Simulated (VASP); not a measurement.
# Ba (Fm-3m) in VASP: settings compared

Ba is run at these levels: rpbe exchange, lyp correlation, PBEsol; tasks: single point.

All numbers are computed with VASP 6.6.1; they aren't measurements. Logs are shortened: lines on timing, memory, paths and dates and some standing lists are left out, and cuts for length are marked.

## 1. The cell of the first run

The structure is cubic, space group Fm-3m (No. 225). Conventional cell: a = 6.422 Å, b = 6.422 Å, c = 6.422 Å, α = 90.00°, β = 90.00°, γ = 90.00°.

This isn't the form of Ba at room conditions, which is bcc.

## 2. Single point, rpbe exchange, lyp correlation (66.21 Å³/atom)

INCAR

```
SYSTEM = Ba
PREC     = Accurate       ! precision mode
ENCUT    = 500            ! plane-wave cutoff, eV
EDIFF    = 1E-6           ! SCF threshold, eV
ISMEAR   = -1             ! smearing method
SIGMA    = 0.025          ! smearing width, eV
LREAL    = .False.        ! projectors in reciprocal space
LASPH    = .True.         ! aspherical terms in the spheres
NELM     = 120            ! most SCF steps
ALGO     = Normal         ! electronic algorithm
ISIF     = 2              ! what is computed and relaxed
LWAVE    = .False.        ! write WAVECAR
LCHARG   = .True.         ! write CHGCAR
GGA      = LIBXC          ! functional
LIBXC1   = GGA_X_RPBE   
LIBXC2   = GGA_C_LYP    
LELF     = .True.         ! ELF
LVHAR    = .True.       
NBANDS   = 11             ! bands
GGA_COMPAT= .False.
```

KPOINTS

```
Automatic mesh
0
Gamma
  7 7 7
  0 0 0
```

POSCAR

```
Ba
1.0
    0.0000000000      3.2109686108      3.2109686108
    3.2109686108      0.0000000000      3.2109686108
    3.2109686108      3.2109686108      0.0000000000
Ba
1
Direct
    0.0000000000      0.0000000000      0.0000000000
```

Potentials or basis: VASP PAW PBE potentials, release 64 (Ba_sv).

Run with:

```
$ cat potpaw_PBE.64/Ba_sv/POTCAR > POTCAR
$ mpirun -np 1 vasp_std > vasp.out
```

OUTCAR:

```text
SYSTEM = Ba
   PREC = Accurate
   ENCUT = 500
   EDIFF = 1E-6
   ISMEAR = -1
   LREAL = .False.
   LASPH = .True.
   NELM = 120
   ISIF = 2
   GGA = LIBXC

 ion  position               nearest neighbor table
   1  0.000  0.000  0.000-

  LATTYP: Found a face centered cubic cell.
 ALAT       =     6.4219372216

  Lattice vectors:

 A1 = (   0.0000000000,   3.2109686108,   3.2109686108)
 A2 = (   3.2109686108,   0.0000000000,   3.2109686108)
 A3 = (   3.2109686108,   3.2109686108,   0.0000000000)

Analysis of symmetry for initial positions (statically):
=====================================================================
 Subroutine PRICEL returns:
 Original cell was already a primitive cell.

 Routine SETGRP: Setting up the symmetry group for a
 face centered cubic supercell.

 Subroutine GETGRP returns: Found 48 space group operations
 (whereof 48 operations were pure point group operations)
 out of a pool of 48 trial point group operations.

The static configuration has the point symmetry O_h .

Analysis of symmetry for dynamics (positions and initial velocities):
=====================================================================
 Subroutine PRICEL returns:
 Original cell was already a primitive cell.

 Routine SETGRP: Setting up the symmetry group for a
 face centered cubic supercell.

 Subroutine GETGRP returns: Found 48 space group operations
 (whereof 48 operations were pure point group operations)
 out of a pool of 48 trial point group operations.

The dynamic configuration has the point symmetry O_h .

 Subroutine INISYM returns: Found 48 space group operations
 (whereof 48 operations are pure point group operations),
 and found     1 'primitive' translations

----------------------------------------------------------------------------------------

                                     Primitive cell

  volume of cell :      66.2122

  direct lattice vectors                    reciprocal lattice vectors
     0.000000000  3.210968611  3.210968611    -0.155716253  0.155716253  0.155716253
     3.210968611  0.000000000  3.210968611     0.155716253 -0.155716253  0.155716253
     3.210968611  3.210968611  0.000000000     0.155716253  0.155716253 -0.155716253

  length of vectors
     4.540995358  4.540995358  4.540995358     0.269708461  0.269708461  0.269708461

  position of ions in fractional coordinates (direct lattice)
     0.000000000  0.000000000  0.000000000

[... 74 lines left out ...]
   IBRION =     -1    ionic relax: 0-MD 1-quasi-New 2-CG
   NFREE  =      0    steps in history (QN), initial steepest desc. (CG)
   ISIF   =      2    stress and relaxation
   ISYM   =      2    0-nonsym 1-usesym 2-fastsym
   POTIM  = 0.5000    time-step for ionic-motion
   TEBEG  =    0.0;   TEEND  =   0.0 temperature during run
   PSTRESS=    0.0 pullay stress
   NELECT =      10.0000    total number of electrons
   NUPDOWN=      -1.0000    fix difference up-down
   EMIN   =  10.00;   EMAX   =-10.00  energy-range for DOS
   EFERMI =   0.00;   METHOD = LEGACY
   ISMEAR =    -1;   SIGMA  =   0.03  broadening in eV -4-tet -1-fermi 0-gaus
   EFERMI_NEDOS =   21; number of points for ismear=-14 and -15
   IALGO  =     38    algorithm
   IMIX   =      4    mixing-type and parameters
     AMIX     =   0.40;   BMIX     =  1.00
     AMIX_MAG =   1.60;   BMIX_MAG =  1.00
  volume/ion in A,a.u.               =      66.21       446.82
  Fermi-wavevector in a.u.,A,eV,Ry     =   0.871824  1.647508 10.341474  0.760077
  Thomas-Fermi vector in A             =   1.990986
   LORBIT       =      0    0 simple, 1 ext, 2 COOP (PROOUT), +10 PAW based schemes
   GGA     = LIBXC    functional components
   LHFCALC =     F    Hartree Fock is set to
   AEXX    =    0.0000 exact exchange contribution
   IVDW    =     0    specifies the selected vdW correction
   LEPSILON=     F    determine dielectric tensor
   LRPA    =     F    only Hartree local field effects (RPA)
 non-spin polarized calculation
  energy-cutoff  :      500.00
  volume of cell :       66.21
 maximum number of plane-waves:      1696
 NGX is ok and might be reduce to    36
   NGX = 17   NGY = 17   NGZ = 17

 number of electron      10.0000000 magnetization

 Free energy of the ion-electron system (eV)
  ---------------------------------------------------
  ext. energy  EPLUGINS =         0.00000000
  ---------------------------------------------------
  free energy    TOTEN  =        -1.04602332 eV

  energy without entropy =       -1.04218907  energy(sigma->0) =       -1.04410620

 E-fermi :   2.0761     XC(G=0):  -6.6666

 val. band max:        2.0647866297   @ k =  -0.2857   0.4286   0.1429
 cond. band min:       2.0937439689   @ k =  -0.4286   0.4286   0.0000
 fundamental gap:      0.0289573391
 Fermi energy:         2.0760890211

 k-point     1 :       0.0000    0.0000    0.0000
  band No.  band energies     occupation
      1     -27.0365      2.00000
      2     -12.0297      2.00000
      3     -12.0297      2.00000
      4     -12.0297      2.00000
      5      -0.5872      2.00000
      6       3.7466      0.00000
      7       3.7466      0.00000
      8       3.7466      0.00000
      9       5.1585      0.00000
     10       5.1585      0.00000
     11       8.1041      0.00000
[... 253 lines left out ...]
 k-point    20 :      -0.2857    0.4286    0.1429
  band No.  band energies     occupation
      1     -26.9955      2.00000
      2     -12.2941      2.00000
      3     -12.2714      2.00000
      4     -12.1526      2.00000
      5       2.0648      1.22227
      6       2.4640      0.00000
      7       2.9974      0.00000
      8       4.4043      0.00000
      9       6.1963      0.00000
     10       6.6632      0.00000
     11       7.9656      0.00000

------------------------ aborting loop because EDIFF is reached ----------------------------------------

  FORCE on cell =-STRESS in cart. coord.  units (eV):
  Direction    XX          YY          ZZ          XY          YZ          ZX
  --------------------------------------------------------------------------------------
  -------------------------------------------------------------------------------------
  Total        0.3713024      0.3713024      0.3713024     -0.0000000     -0.0000000      0.0000000
  in kB        8.9846284      8.9846284      8.9846284     -0.0000000     -0.0000000      0.0000000
  external PRESSURE =       8.9846284 kB  Pullay stress =       0.0000000 kB

 VOLUME and BASIS-vectors are now :
 -----------------------------------------------------------------------------
  energy-cutoff  :      500.00
  volume of cell :       66.21
      direct lattice vectors                 reciprocal lattice vectors
     0.000000000  3.210968611  3.210968611    -0.155716253  0.155716253  0.155716253
     3.210968611  0.000000000  3.210968611     0.155716253 -0.155716253  0.155716253
     3.210968611  3.210968611  0.000000000     0.155716253  0.155716253 -0.155716253

 POSITION                                       TOTAL-FORCE (eV/Angst)
 -----------------------------------------------------------------------------------
      0.00000      0.00000      0.00000         0.000000      0.000000     -0.000000
 -----------------------------------------------------------------------------------
    total drift:                               -0.000000      0.000000      0.000000

  FREE ENERGIE OF THE ION-ELECTRON SYSTEM (eV)
  ---------------------------------------------------
  free  energy   TOTEN  =        -1.0460233201 eV

  energy  without entropy=       -1.0421890740  energy(sigma->0) =       -1.04410620
```

OSZICAR:

```text
N       E                     dE             d eps       ncg     rms          rms(c)
DAV:   1     0.539756340790E+02    0.53976E+02   -0.40257E+03   440   0.709E+02
DAV:   2     0.189735165504E+01   -0.52078E+02   -0.50871E+02   546   0.132E+02
DAV:   3    -0.946148012060E+00   -0.28435E+01   -0.28174E+01   555   0.317E+01
DAV:   4    -0.103877504950E+01   -0.92627E-01   -0.92509E-01   570   0.531E+00
DAV:   5    -0.104114659322E+01   -0.23715E-02   -0.23714E-02   587   0.723E-01    0.164E+00
DAV:   6    -0.104111785157E+01    0.28742E-04   -0.47027E-03   512   0.666E-01    0.997E-01
DAV:   7    -0.104508415491E+01   -0.39663E-02   -0.16686E-02   479   0.134E+00    0.831E-02
DAV:   8    -0.104598077555E+01   -0.89662E-03   -0.33751E-03   509   0.492E-01    0.511E-02
DAV:   9    -0.104600467063E+01   -0.23895E-04   -0.11479E-04   556   0.815E-02    0.206E-02
DAV:  10    -0.104601582467E+01   -0.11154E-04   -0.81299E-05   521   0.507E-02    0.805E-03
DAV:  11    -0.104602048466E+01   -0.46600E-05   -0.73885E-06   497   0.185E-02    0.549E-03
DAV:  12    -0.104602319561E+01   -0.27109E-05   -0.83603E-06   452   0.279E-02    0.501E-04
DAV:  13    -0.104602332014E+01   -0.12454E-06   -0.16994E-07   262   0.198E-03
   1 F= -.10460233E+01 E0= -.10441062E+01  d E =-.383425E-02
```

stdout:

```text
POSCAR found type information on POSCAR Ba
 POSCAR found :  1 types and       1 ions
 scaLAPACK will be used
 -----------------------------------------------------------------------------
|                                                                             |
|                                                                             |
|     You enforced a specific xc type in the INCAR file but a different       |
|     I HOPE YOU KNOW WHAT YOU ARE DOING!                                     |
|                                                                             |
 -----------------------------------------------------------------------------

 LDA part: xc-table for (None,None), standard interpolation
 POSCAR, INCAR and KPOINTS ok, starting setup
 FFT: planning ... GRIDC
 FFT: planning ... GRID_SOFT
 FFT: planning ... GRID
 WAVECAR not read
 entering main loop
```

It took 19 s on 1 thread of Intel Xeon Platinum 8259CL at 2.50GHz (Skylake/Cascade Lake), shared host; peak memory 0.2 GiB.

Results:

- Free energy: -1.0460 eV
- Pressure: 0.9 GPa
- Band gap on the k mesh: zero (bands 5 and 6 overlap by 0.05 eV)

Caveat: the PAW data sets were made with another functional, which shifts forces and pressure a little; spin-orbit coupling is left out, which moves the levels of the heavy elements.

(Continued in part 2 of 2.)
